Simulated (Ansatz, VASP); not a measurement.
## One calculation of NaH, two programs

Contents of INCAR:

```
SYSTEM = NaH
PREC     = Accurate       ! precision mode
ENCUT    = 520            ! plane-wave cutoff, eV
EDIFF    = 1E-6           ! SCF threshold, eV
ISMEAR   = 0              ! smearing method
SIGMA    = 0.05           ! smearing width, eV
LREAL    = .FALSE.        ! projectors in reciprocal space
LASPH    = .TRUE.         ! aspherical terms in the spheres
NELM     = 80             ! most SCF steps
ALGO     = Normal         ! electronic algorithm
ISIF     = 2              ! what is computed and relaxed
LWAVE    = .FALSE.        ! write WAVECAR
LCHARG   = .FALSE.        ! write CHGCAR
GGA      = PE             ! functional
NBANDS   = 11             ! bands
```

Contents of KPOINTS:

```
regular mesh
0
G
  8 8 8
  0 0 0
```

The input POSCAR:

```
NaH
1.0
    0.0000000000      2.5010000000      2.5010000000
    2.5010000000      0.0000000000      2.5010000000
    2.5010000000      2.5010000000      0.0000000000
Na H
1 1
Direct
    0.0000000000      0.0000000000      0.0000000000
    0.5000000000      0.5000000000      0.5000000000
```

Input for Ansatz:

```yaml
crystal:
  lattice:
    - [0.0, 2.501, 2.501]
    - [2.501, 0.0, 2.501]
    - [2.501, 2.501, 0.0]
  atoms:
    - { symbol: Na, position: [0.0, 0.0, 0.0] }
    - { symbol: H, position: [0.5, 0.5, 0.5] }
basis:
  ecutwfc: 420
kpoints:
  mp_grid: { grid: [8, 8, 8] }
hamiltonian:
  xc: pbe
scf:
  occupations: { method: gaussian, width: 0.05 }
output:
  forces: true
  stress: true
  eigenvalues: true
```

Change from the starting cell: strain +0.025 along x and y, +0.025 along z, atoms carried along.

Alike in both runs: task single point; functional PBE; k mesh 8 × 8 × 8; occupations gaussian, width 0.05 eV; no spin polarisation.

```csv
,VASP,Ansatz
version,VASP 6.6.1,Ansatz 0.2.0
potentials or method,"VASP PAW PBE potentials, release 64 (Na_pv, H), cutoff 520 eV","scalar-relativistic, plane waves, PAW"
valence electrons in the cell,8,10
```

Ansatz gave:

```
gap on the k mesh at the Fermi level (eV) : 3.59
least direct gap on the mesh (eV)         : 4.40
pressure (GPa)                            : -2.0
```

Task: Which values does VASP return?

Result: gap on the k mesh at the Fermi level (eV): 3.59; least direct gap on the mesh (eV): 4.39; pressure (GPa): -2.0.

The functional is the same, so the differences come from potentials, cutoffs and numerics. VASP's potentials hold 8 valence electrons a cell and Ansatz's 10, so a difference there can come from the potentials and not from the codes.
